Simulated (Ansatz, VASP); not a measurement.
**GaP in VASP and in Ansatz**

Contents of POSCAR:

```
GaP
1.0
    0.0000000000      2.6696170428      2.6696170428
    2.6696170428      0.0000000000      2.6696170428
    2.6696170428      2.6696170428      0.0000000000
Ga P
1 1
Direct
    0.0000000000      0.0000000000      0.0000000000
    0.7500000000      0.7500000000      0.7500000000
```

Contents of INCAR.step1:

```
SYSTEM = GaP
PREC = Accurate
ENCUT = 520
EDIFF = 1E-5
ISMEAR = -1
SIGMA = 0.05
LREAL = .False.
LASPH = .True.
NELM = 60
ALGO = Normal
ISIF = 2
LWAVE = .True.
LCHARG = .False.
NBANDS = 16
GGA = PE
```

File INCAR.step2:

```
SYSTEM = GaP
PREC = Accurate
ENCUT = 520
EDIFF = 1E-6
ISMEAR = -1
SIGMA = 0.05
LREAL = .False.
LASPH = .True.
NELM = 60
ALGO = Normal
ISIF = 2
LWAVE = .False.
LCHARG = .False.
METAGGA = R2SCAN
LHFCALC = .True.
AEXX = 0.1
LMIXTAU = .True.
PRECFOCK = Normal
NBANDS = 16
ISTART = 1
```

The input KPOINTS:

```
regular mesh
0
Gamma
  4 4 4
  0 0 0
```

Contents of input.yaml:

```yaml
crystal:
  lattice:
    - [0.0, 2.6696170428, 2.6696170428]
    - [2.6696170428, 0.0, 2.6696170428]
    - [2.6696170428, 2.6696170428, 0.0]
  atoms:
    - { symbol: Ga, position: [0.0, 0.0, 0.0] }
    - { symbol: P, position: [0.75, 0.75, 0.75] }
hamiltonian:
  xc: r2scanh
  pseudopotentials: { kind: paw }
kpoints:
  mp_grid: { grid: [4, 4, 4] }
scf:
  occupations: { method: fermi_dirac, width: 0.05 }
output:
  forces: true
  stress: true
  eigenvalues: true
```

Alike in both runs: task single point; functional r2SCANh; k mesh 4 × 4 × 4; occupations fermi-dirac, width 0.05 eV; no spin polarisation.

|  | VASP | Ansatz |
| --- | --- | --- |
| version | VASP 6.6.1 | Ansatz 0.2.0 |
| potentials or method | VASP PAW PBE potentials, release 64 (Ga_d, P) | Ansatz PAW |
| plane-wave cutoff (eV) | 520 | 500 |
| valence electrons in the cell | 18 | 18 |

|  | VASP | Ansatz | Ansatz less VASP |
| --- | --- | --- | --- |
| gap on the k mesh at the Fermi level (eV) | 2.27 | 2.24 | -0.023 |
| least direct gap on the mesh (eV) | 3.51 | 3.51 | +0.004 |
| pressure (GPa) | 6.5 | 6.6 | +0.10 |

VASP's potentials were made for PBE, not for r2SCANh. With one functional, cell and mesh, what is left measures potentials, basis and numerics.

The k mesh is coarse, so the values compare programs but aren't converged.
